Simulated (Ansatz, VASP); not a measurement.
# Ca3Y: VASP beside Ansatz

```xyz
4
Lattice="0.0000 4.2456 4.2456 4.2456 0.0000 4.2456 4.2456 4.2456 0.0000" Properties=species:S:1:pos:R:3 pbc="T T T"
Ca    2.1228    2.1228    2.1228
Ca    6.3683    6.3683    6.3683
Ca    4.2456    4.2456    4.2456
Y     0.0000    0.0000    0.0000
```

Alike in both runs: task single point; functional LDA; k mesh 4 × 4 × 4; occupations fermi-dirac, width 0.05 eV; no spin polarisation.

```csv
,VASP,Ansatz
version,VASP 6.6.1,Ansatz 0.2.0
potentials or method,"VASP PAW LDA potentials, release 64 (Ca_sv, Y_sv)","plane waves, PAW"
plane-wave cutoff (eV),520,420
valence electrons in the cell,41,41
```

|  | VASP | Ansatz | Ansatz less VASP |
| --- | --- | --- | --- |
| pressure (GPa) | -2.2 | -2.2 | +0.01 |

LDA's correlation is that of Perdew and Zunger in VASP and of Perdew and Wang (1992) in Ansatz.
